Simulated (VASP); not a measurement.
# Cr (Fm-3m) in VASP: notebook, part 2 of 2

VASP 6.6.1. Earlier steps stand in the parts before.

**3. Single point, LDA, collinear spin, ferromagnetic start (9.78 Å³/atom)**

This run uses another cell than the first one, of 9.78 Å³/atom.

File INCAR:

```
SYSTEM = Cr
ALGO     = Normal         ! electronic algorithm
EDIFF    = 1E-6           ! SCF threshold, eV
ENCUT    = 520            ! plane-wave cutoff, eV
GGA      = CA             ! functional
ISIF     = 2              ! what is computed and relaxed
ISMEAR   = -1             ! smearing method
ISPIN    = 2              ! spin polarisation
LASPH    = .True.         ! aspherical terms in the spheres
LCHARG   = .False.        ! write CHGCAR
LMAXMIX  = 4              ! l up to which the mixer works
LORBIT   = 11             ! projections on sites
LREAL    = .False.        ! projectors in reciprocal space
LWAVE    = .False.        ! write WAVECAR
MAGMOM   = 1.5            ! initial moments
NBANDS   = 16             ! bands
NELM     = 150            ! most SCF steps
PREC     = Accurate       ! precision mode
SIGMA    = 0.05           ! smearing width, eV
```

File KPOINTS:

```
k-points
0
Gamma
  17 17 17
  0 0 0
```

File POSCAR:

```
Cr
1.0
    0.0000000000      1.6976307101      1.6976307101
    1.6976307101      0.0000000000      1.6976307101
    1.6976307101      1.6976307101      0.0000000000
Cr
1
Direct
    0.0000000000      0.0000000000      0.0000000000
```

Potentials or basis: VASP PAW LDA potentials, release 64 (Cr_pv).

Run with:

```
$ cat potpaw_LDA.64/Cr_pv/POTCAR > POTCAR
$ mpirun -np 1 vasp_std > vasp.out
```

OUTCAR:

```text
SYSTEM = Cr
   EDIFF = 1E-6
   ENCUT = 520
   GGA = CA
   ISIF = 2
   ISMEAR = -1
   ISPIN = 2
   LASPH = .True.
   LORBIT = 11
   LREAL = .False.
   NELM = 150
   PREC = Accurate

 ion  position               nearest neighbor table
   1  0.000  0.000  0.000-

  LATTYP: Found a face centered cubic cell.
 ALAT       =     3.3952614202

  Lattice vectors:

 A1 = (   0.0000000000,   1.6976307101,   1.6976307101)
 A2 = (   1.6976307101,   0.0000000000,   1.6976307101)
 A3 = (   1.6976307101,   1.6976307101,   0.0000000000)

Analysis of symmetry for initial positions (statically):
=====================================================================
 Subroutine PRICEL returns:
 Original cell was already a primitive cell.

 Routine SETGRP: Setting up the symmetry group for a
 face centered cubic supercell.

 Subroutine GETGRP returns: Found 48 space group operations
 (whereof 48 operations were pure point group operations)
 out of a pool of 48 trial point group operations.

The static configuration has the point symmetry O_h .

Analysis of symmetry for dynamics (positions and initial velocities):
=====================================================================
 Subroutine PRICEL returns:
 Original cell was already a primitive cell.

 Routine SETGRP: Setting up the symmetry group for a
 face centered cubic supercell.

 Subroutine GETGRP returns: Found 48 space group operations
 (whereof 48 operations were pure point group operations)
 out of a pool of 48 trial point group operations.

The dynamic configuration has the point symmetry O_h .

Analysis of structural, dynamic, and magnetic symmetry:
=====================================================================
 Subroutine PRICEL returns:
 Original cell was already a primitive cell.

 Routine SETGRP: Setting up the symmetry group for a
 face centered cubic supercell.

 Subroutine GETGRP returns: Found 48 space group operations
 (whereof 48 operations were pure point group operations)
 out of a pool of 48 trial point group operations.

The overall configuration has the point symmetry O_h .

 Subroutine INISYM returns: Found 48 space group operations
 (whereof 48 operations are pure point group operations),
 and found     1 'primitive' translations

----------------------------------------------------------------------------------------

                                     Primitive cell

  volume of cell :       9.7850

  direct lattice vectors                    reciprocal lattice vectors
     0.000000000  1.697630710  1.697630710    -0.294528131  0.294528131  0.294528131
     1.697630710  0.000000000  1.697630710     0.294528131 -0.294528131  0.294528131
     1.697630710  1.697630710  0.000000000     0.294528131  0.294528131 -0.294528131

  length of vectors
     2.400812374  2.400812374  2.400812374     0.510137687  0.510137687  0.510137687

  position of ions in fractional coordinates (direct lattice)
     0.000000000  0.000000000  0.000000000

  ion indices of the primitive-cell ions
   primitive index   ion index
                 1           1

----------------------------------------------------------------------------------------

 KPOINTS: k-points
[... 49 lines left out ...]
 [... further k-points ...]
   k-points           NKPTS =    165   k-points in BZ     NKDIM =    165   number of bands    NBANDS=     16
   number of dos      NEDOS =    301   number of ions     NIONS =      1
   total plane-waves  NPLWV =   5832
   dimension x,y,z NGX =    18 NGY =   18 NGZ =   18
   dimension x,y,z NGXF=    36 NGYF=   36 NGZF=   36
   ions per type =               1
   NGX,Y,Z   is equivalent  to a cutoff of  12.46, 12.46, 12.46 a.u.
   NGXF,Y,Z  is equivalent  to a cutoff of  24.93, 24.93, 24.93 a.u.
 SYSTEM =  Cr
   PREC   = accura    normal or accurate (medium, high low for compatibility)
   ISTART =      0    job   : 0-new  1-cont  2-samecut
   ICHARG =      2    charge: 1-file 2-atom 10-const
   ISPIN  =      2    spin polarized calculation?
   LNONCOLLINEAR =      F non collinear calculations
   LSORBIT =      F    spin-orbit coupling
   LASPH  =      T    aspherical Exc in radial PAW
   ENCUT  =  520.0 eV  38.22 Ry    6.18 a.u.   4.46  4.46  4.46*2*pi/ulx,y,z
   NELM   =    150;   NELMIN=  2; NELMDL= -5     # of ELM steps
   EDIFF  = 0.1E-05   stopping-criterion for ELM
   LREAL  =      F    real-space projection
   EDIFFG = 0.1E-04   stopping-criterion for IOM
   NSW    =      0    number of steps for IOM
   IBRION =     -1    ionic relax: 0-MD 1-quasi-New 2-CG
   NFREE  =      0    steps in history (QN), initial steepest desc. (CG)
   ISIF   =      2    stress and relaxation
   ISYM   =      2    0-nonsym 1-usesym 2-fastsym
   POTIM  = 0.5000    time-step for ionic-motion
   TEBEG  =    0.0;   TEEND  =   0.0 temperature during run
   PSTRESS=    0.0 pullay stress
   NELECT =      12.0000    total number of electrons
   NUPDOWN=      -1.0000    fix difference up-down
   EMIN   =  10.00;   EMAX   =-10.00  energy-range for DOS
   EFERMI =   0.00;   METHOD = LEGACY
   ISMEAR =    -1;   SIGMA  =   0.05  broadening in eV -4-tet -1-fermi 0-gaus
   EFERMI_NEDOS =   21; number of points for ismear=-14 and -15
   IALGO  =     38    algorithm
   IMIX   =      4    mixing-type and parameters
     AMIX     =   0.40;   BMIX     =  1.00
     AMIX_MAG =   1.60;   BMIX_MAG =  1.00
  volume/ion in A,a.u.               =       9.78        66.03
  Fermi-wavevector in a.u.,A,eV,Ry     =   1.752328  3.311419 41.778768  3.070653
  Thomas-Fermi vector in A             =   2.822680
   LORBIT       =     11    0 simple, 1 ext, 2 COOP (PROOUT), +10 PAW based schemes
   GGA     = CA    functional components
   LHFCALC =     F    Hartree Fock is set to
   AEXX    =    0.0000 exact exchange contribution
   IVDW    =     0    specifies the selected vdW correction
   LEPSILON=     F    determine dielectric tensor
   LRPA    =     F    only Hartree local field effects (RPA)
 spin polarized calculation
  energy-cutoff  :      520.00
  volume of cell :        9.78
 maximum number of plane-waves:       278
 NGX is ok and might be reduce to    18
   NGX =  9   NGY =  9   NGZ =  9

 number of electron      12.0000010 magnetization      -0.0001251

 number of electron      12.0000010 magnetization       0.0004651

 Free energy of the ion-electron system (eV)
  ---------------------------------------------------
  ext. energy  EPLUGINS =         0.00000000
  ---------------------------------------------------
  free energy    TOTEN  =       -10.04661137 eV

  energy without entropy =      -10.03442361  energy(sigma->0) =      -10.04051749

 E-fermi :  13.0377     XC(G=0): -14.9830

 val. band max:       13.0269280372   @ k =   0.2353   0.1765   0.0588
 cond. band min:      13.0546462322   @ k =  -0.4118   0.1765   0.0000
 fundamental gap:      0.0277181950
 Fermi energy:        13.0377339702

 spin component 1

 k-point     1 :       0.0000    0.0000    0.0000
  band No.  band energies     occupation
      1     -28.5196      1.00000
      2     -28.5196      1.00000
      3     -28.5196      1.00000
      4       5.0726      1.00000
      5      12.4300      0.99999
      6      12.4300      0.99999
[... 435 lines left out ...]
      5      11.9177      1.00000
      6      12.7614      0.99604
[... 8 lines left out ...]
     15      45.9321      0.00000
     16      48.5740      0.00000

 [... further k-points ...]

 spin component 2

 k-point     1 :       0.0000    0.0000    0.0000
  band No.  band energies     occupation
      1     -28.5190      1.00000
      2     -28.5190      1.00000
      3     -28.5190      1.00000
      4       5.0728      1.00000
      5      12.4303      0.99999
      6      12.4303      0.99999
[... 435 lines left out ...]
      5      11.9180      1.00000
      6      12.7618      0.99601
[... 8 lines left out ...]
     15      45.9324      0.00000
     16      48.5742      0.00000

 [... further k-points ...]
[... 5 lines left out ...]
  --------------------------------------------------------------------------------------
  -------------------------------------------------------------------------------------
  Total        2.8385705      2.8385705      2.8385705     -0.0000000     -0.0000000      0.0000000
  in kB      464.7833910    464.7833910    464.7833910     -0.0000000     -0.0000000      0.0000000
  external PRESSURE =     464.7833910 kB  Pullay stress =       0.0000000 kB

 VOLUME and BASIS-vectors are now :
 -----------------------------------------------------------------------------
  energy-cutoff  :      520.00
  volume of cell :        9.78
      direct lattice vectors                 reciprocal lattice vectors
     0.000000000  1.697630710  1.697630710    -0.294528131  0.294528131  0.294528131
     1.697630710  0.000000000  1.697630710     0.294528131 -0.294528131  0.294528131
     1.697630710  1.697630710  0.000000000     0.294528131  0.294528131 -0.294528131

 POSITION                                       TOTAL-FORCE (eV/Angst)
 -----------------------------------------------------------------------------------
      0.00000      0.00000      0.00000         0.000000      0.000000     -0.000000
 -----------------------------------------------------------------------------------
    total drift:                                0.000000     -0.000000      0.000000

  FREE ENERGIE OF THE ION-ELECTRON SYSTEM (eV)
  ---------------------------------------------------
  free  energy   TOTEN  =       -10.0466113737 eV

  energy  without entropy=      -10.0344236133  energy(sigma->0) =      -10.04051749

 total charge

# of ion       s       p       d       tot
------------------------------------------
    1        0.496   6.484   4.505  11.486

 magnetization (x)

# of ion       s       p       d       tot
------------------------------------------
    1        0.000   0.000   0.000   0.000
```

Wall time 18 s (1 thread of Intel Xeon 6975P-C (Granite Rapids), shared host); peak memory 0.14 GiB.

Results:

```
Free energy                                           : -10.0466 eV
Pressure                                              : 46.5 GPa
Band gap on the k mesh                                : zero (filled and empty bands overlap)
Net moment                                            : 0.00 μB per cell
Valence electrons inside the program's atomic spheres : Cr 11.49
```

Caveat: the cell stands under pressure; an empty level that is flat over the whole mesh can mark a ghost state of the potentials, or a narrow d or f band.

**4. Single point, LDA, collinear spin, ferromagnetic start (10.23 Å³/atom)**

This run uses another cell than the first one, of 10.23 Å³/atom.

File INCAR:

```
PREC = Accurate ; ENCUT = 520
EDIFF = 1E-7 ; ISMEAR = -1
SIGMA = 0.05 ; LREAL = F
LASPH = T ; NELM = 150
ALGO = Normal ; ISIF = 2
LWAVE = F ; LCHARG = F
ISPIN = 2 ; MAGMOM = 1.5
LORBIT = 11 ; LMAXMIX = 4
NBANDS = 16
```

File KPOINTS:

```
regular mesh
0
Gamma
  17 17 17
```

File POSCAR:

```
Cr
1.0
    0.0000000000      1.7229722180      1.7229722180
    1.7229722180      0.0000000000      1.7229722180
    1.7229722180      1.7229722180      0.0000000000
Cr
1
Direct
    0.0000000000      0.0000000000      0.0000000000
```

Run with:

```
$ cat potpaw_LDA.64/Cr_pv/POTCAR > POTCAR
$ mpirun -np 1 vasp_std > vasp.out
```

Wall time 20 s (1 thread of Intel Xeon 6975P-C (Granite Rapids), shared host); peak memory 0.14 GiB.

The run converged. Its results:

* Free energy: -10.1493 eV
* Pressure: 27.9 GPa
* Band gap on the k mesh: zero (filled and empty bands overlap)
* Net moment: 0.00 μB per cell
* Valence electrons inside the program's atomic spheres: Cr 11.37

Levels at points of the mesh, in eV from the Fermi level:
Spin up:
| k point | band 4 | band 5 | band 6 | band 7 | band 8 | band 9 |
| --- | --- | --- | --- | --- | --- | --- |
| (0.00, 0.00, 0.00) | -7.86 | -0.56 | -0.56 | -0.56 | 1.58 | 1.58 |
Spin down:
```tsv
k point	band 4	band 5	band 6	band 7	band 8	band 9
(0.00, 0.00, 0.00)	-7.86	-0.56	-0.56	-0.56	1.58	1.58
```

Caveat: the cell stands under pressure; an empty level that is flat over the whole mesh can mark a ghost state of the potentials, or a narrow d or f band.

**5. Single point, LDA, collinear spin, ferromagnetic start (10.67 Å³/atom)**

This run uses another cell than the first one, of 10.67 Å³/atom.

File INCAR:

```
ALGO = Normal
EDIFF = 1E-6
ENCUT = 520
GGA = CA
ISIF = 2
ISMEAR = -1
ISPIN = 2
LASPH = T
LCHARG = F
LMAXMIX = 4
LORBIT = 11
LREAL = F
LWAVE = F
MAGMOM = 1.5
NBANDS = 16
NELM = 150
PREC = Accurate
SIGMA = 0.05
```

File KPOINTS:

```
k-points
0
Gamma
  17 17 17
```

File POSCAR:

```
Cr
1.0
    0.0000000000      1.7475894327      1.7475894327
    1.7475894327      0.0000000000      1.7475894327
    1.7475894327      1.7475894327      0.0000000000
Cr
1
Direct
    0.0000000000      0.0000000000      0.0000000000
```

Run with:

```
$ cat potpaw_LDA.64/Cr_pv/POTCAR > POTCAR
$ mpirun -np 1 vasp_std > vasp.out
```

Wall time 18 s (1 thread of Intel Xeon 6975P-C (Granite Rapids), shared host); peak memory 0.15 GiB.

The run converged. Its results:

| Quantity | Value |
| --- | --- |
| Free energy | -10.2051 eV |
| Pressure | 12.6 GPa |
| Band gap on the k mesh | zero (filled and empty bands overlap) |
| Net moment | 0.00 μB per cell |
| Valence electrons inside the program's atomic spheres | Cr 11.26 |

Levels at points of the mesh, in eV from the Fermi level:
Spin up:
```
           k point  band 2  band 3  band 4  band 5  band 6  band 7  band 8  band 9  band 10  band 11
(0.00, 0.00, 0.00)  -41.75  -41.75   -7.75   -0.51   -0.51   -0.51    1.50    1.50     5.91    20.54
```
Spin down:
```tsv
k point	band 3	band 4	band 5	band 6	band 7	band 8	band 9	band 10
(0.00, 0.00, 0.00)	-41.75	-7.74	-0.51	-0.51	-0.51	1.50	1.50	5.91
```

Caveat: the cell stands under pressure; an empty level that is flat over the whole mesh can mark a ghost state of the potentials, or a narrow d or f band.

**6. Single point, LDA, collinear spin, ferromagnetic start (11.12 Å³/atom)**

File INCAR:

```
  ALGO = Normal
  EDIFF = 1E-7
  ENCUT = 520
  GGA = CA
  ISIF = 2
  ISMEAR = -1
  ISPIN = 2
  LASPH = T
  LCHARG = F
  LMAXMIX = 4
  LORBIT = 11
  LREAL = F
  LWAVE = F
  MAGMOM = 1.5
  NBANDS = 16
  NELM = 150
  PREC = Accurate
  SIGMA = 0.05
```

KPOINTS is that of step 5.

File POSCAR:

```
Cr
1.0
    0.0000000000      1.7715319892      1.7715319892
    1.7715319892      0.0000000000      1.7715319892
    1.7715319892      1.7715319892      0.0000000000
Cr
1
Direct
    0.0000000000      0.0000000000      0.0000000000
```

Potentials or basis: VASP PAW LDA potentials, release 64 (Cr_pv).

Run with:

```
$ cat potpaw_LDA.64/Cr_pv/POTCAR > POTCAR
$ mpirun -np 1 vasp_std > vasp.out
```

OUTCAR:

```text
EDIFF = 1E-7
   ENCUT = 520
   GGA = CA
   ISIF = 2
   ISMEAR = -1
   ISPIN = 2
   LASPH = T
   LORBIT = 11
   LREAL = F
   NELM = 150
   PREC = Accurate

 ion  position               nearest neighbor table
   1  0.000  0.000  0.000-

  LATTYP: Found a face centered cubic cell.
 ALAT       =     3.5430639784

  Lattice vectors:

 A1 = (   0.0000000000,   1.7715319892,   1.7715319892)
 A2 = (   1.7715319892,   0.0000000000,   1.7715319892)
[... 1114 lines left out ...]
 [... further k-points ...]
[... 5 lines left out ...]
  --------------------------------------------------------------------------------------
  -------------------------------------------------------------------------------------
  Total        0.0145410      0.0145410      0.0145410      0.0000000     -0.0000000      0.0000000
  in kB        2.0952179      2.0952179      2.0952179      0.0000000     -0.0000000      0.0000000
  external PRESSURE =       2.0952179 kB  Pullay stress =       0.0000000 kB

 VOLUME and BASIS-vectors are now :
 -----------------------------------------------------------------------------
  energy-cutoff  :      520.00
  volume of cell :       11.12
      direct lattice vectors                 reciprocal lattice vectors
     0.000000000  1.771531989  1.771531989    -0.282241587  0.282241587  0.282241587
     1.771531989  0.000000000  1.771531989     0.282241587 -0.282241587  0.282241587
     1.771531989  1.771531989  0.000000000     0.282241587  0.282241587 -0.282241587

 POSITION                                       TOTAL-FORCE (eV/Angst)
 -----------------------------------------------------------------------------------
      0.00000      0.00000      0.00000        -0.000000      0.000000     -0.000000
 -----------------------------------------------------------------------------------
    total drift:                                0.000000      0.000000      0.000000

  FREE ENERGIE OF THE ION-ELECTRON SYSTEM (eV)
  ---------------------------------------------------
  free  energy   TOTEN  =       -10.2226040429 eV

  energy  without entropy=      -10.2086529971  energy(sigma->0) =      -10.21562852

 total charge

# of ion       s       p       d       tot
------------------------------------------
    1        0.451   6.405   4.304  11.160

 magnetization (x)

# of ion       s       p       d       tot
------------------------------------------
    1       -0.000  -0.000   0.000   0.000
```

stdout:

```text
POSCAR found type information on POSCAR Cr
 POSCAR found :  1 types and       1 ions
 scaLAPACK will be used
 LDA part: xc-table for (Slater(with rela. corr.)+CA(PZ))
 , standard interpolation
 POSCAR, INCAR and KPOINTS ok, starting setup
 FFT: planning ... GRIDC
 FFT: planning ... GRID_SOFT
 FFT: planning ... GRID
 WAVECAR not read
 entering main loop
```

Wall time 24 s (1 thread of Intel Xeon 6975P-C (Granite Rapids), shared host); peak memory 0.15 GiB.

Results:

| Property | Result |
| --- | --- |
| Free energy | -10.2226 eV |
| Pressure | 0.2 GPa |
| Band gap on the k mesh | zero (filled and empty bands overlap) |
| Net moment | 0.00 μB per cell |
| Valence electrons inside the program's atomic spheres | Cr 11.16 |

Levels at points of the mesh, in eV from the Fermi level:
Spin up:
```tsv
k point	band 2	band 3	band 4	band 5	band 6	band 7	band 8	band 9	band 10	band 11
(0.00, 0.00, 0.00)	-41.84	-41.84	-7.63	-0.48	-0.48	-0.48	1.42	1.42	5.85	20.29
```
Spin down:
| k point | band 2 | band 3 | band 4 | band 5 | band 6 | band 7 | band 8 | band 9 | band 10 | band 11 |
| --- | --- | --- | --- | --- | --- | --- | --- | --- | --- | --- |
| (0.00, 0.00, 0.00) | -41.84 | -41.84 | -7.63 | -0.48 | -0.48 | -0.48 | 1.42 | 1.42 | 5.85 | 20.29 |

Caveat: an empty level that is flat over the whole mesh can mark a ghost state of the potentials, or a narrow d or f band.
